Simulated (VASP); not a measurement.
A run of VASP 6.6.1 is set up as follows.

File INCAR:

```
PREC = Accurate ; ENCUT = 520
EDIFF = 1E-6 ; ISMEAR = -1
SIGMA = 0.05 ; LREAL = False
LASPH = True ; NELM = 80
ALGO = Normal ; ISIF = 2
LWAVE = False ; LCHARG = False
GGA = PS ; NBANDS = 16
```

KPOINTS

```
regular mesh
0
Gamma
  13 13 7
```

File POSCAR:

```
C
1.0
    2.5317656016      0.0000000000      0.0000000000
   -1.2658828008      2.1925733275      0.0000000000
    0.0000000000      0.0000000000      4.2154619418
C
4
Direct
    0.3333333333      0.6666666667      0.0627973083
    0.6666666667      0.3333333333      0.5627973083
    0.3333333333      0.6666666667      0.4372026917
    0.6666666667      0.3333333333      0.9372026917
```

Potentials or basis: VASP PAW PBE potentials, release 64 (C).

The run is started by

```sh
$ cat potpaw_PBE.64/C/POTCAR > POTCAR
$ mpirun -np 1 vasp_std > vasp.out
```

Question: Estimate the largest force.

Answer: 0.039 eV/Å.

Question: What does it give for the pressure?

Answer: -15.6 GPa.

Question: Predict the band gap on the k mesh.

Answer: 3.30 eV, indirect (least direct gap 4.85 eV).

Forces on the atoms (eV/Å):
```
C    0.000  0.000 -0.039
C    0.000  0.000 -0.039
C    0.000  0.000  0.039
C    0.000  0.000  0.039
```

Caveat: the PAW data sets were made with another functional, which shifts forces and pressure a little. A k mesh can miss the band edges.
